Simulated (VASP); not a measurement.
Wanted: the native input for a VASP 6.6.1 run.

| Item | Value |
| --- | --- |
| Task | single point |
| Functional | PBE |
| Potentials or basis | VASP PAW PBE potentials, release 64 (Pt, H) |
| Cutoff | 520 eV |
| k mesh | 6 × 6 × 1 |
| Occupations | gaussian, width 0.1 eV |
| Spin | no spin polarisation |
| Dipole correction | yes |
| Further INCAR settings | ALGO = Normal; EDIFF = 1e-07; NBANDS = 74 |

The structure of HPt6 lies in POSCAR:

```
HPt6
1.0
    5.6145835605      0.0000000000      0.0000000000
   -2.8072917802      4.8623719950      0.0000000000
    0.0000000000      0.0000000000     22.6197373747
Pt H
12 2
Direct
    0.3333333333      0.1666666667      0.1768367127
    0.3333333333      0.6666666667      0.1768367127
    0.8333333333      0.1666666667      0.1768367127
    0.8333333333      0.6666666667      0.1768367127
    0.1666666667      0.3333333333      0.2789580515
    0.1666666667      0.8333333333      0.2789580515
    0.6666666667      0.3333333333      0.2789580515
    0.6666666667      0.8333333333      0.2789580515
    0.0000000000      0.0000000000      0.3810715055
    0.0000000000      0.5000000000      0.3810715055
    0.5000000000      0.0000000000      0.3810715055
    0.5000000000      0.5000000000      0.3810715055
    0.1892786072      0.3785572143      0.4434064467
    0.3107213928      0.6214427857      0.4434064467
```

One way to write it, as run:

INCAR

```
SYSTEM = HPt6
  PREC = Accurate
  ENCUT = 520
  EDIFF = 1E-7
  ISMEAR = 0
  SIGMA = 0.1
  LREAL = .FALSE.
  LASPH = .TRUE.
  NELM = 100
  ALGO = Normal
  ISIF = 2
  LWAVE = .FALSE.
  LCHARG = .FALSE.
  LDIPOL = .TRUE.
  IDIPOL = 3
  DIPOL = 0.5 0.5 0.302
  GGA = PE
  NBANDS = 74
```

KPOINTS

```
regular mesh
0
G
  6 6 1
  0 0 0
```

Potentials or basis: VASP PAW PBE potentials, release 64 (Pt, H).

Launch:

```console
$ cat potpaw_PBE.64/Pt/POTCAR potpaw_PBE.64/H/POTCAR > POTCAR
$ mpirun -np 1 vasp_std > vasp.out
```

Results of the run:

```
Largest force          : 1.048 eV/Å
Band gap on the k mesh : zero (bands 61 and 62 overlap by 0.71 eV)
```

Caveat: spin-orbit coupling is left out, which moves the levels of the heavy elements.

It took 20 min on 1 thread of AMD EPYC 9R45 96-Core Processor (Zen 5), with other jobs on the host, peak memory 0.83 GiB.
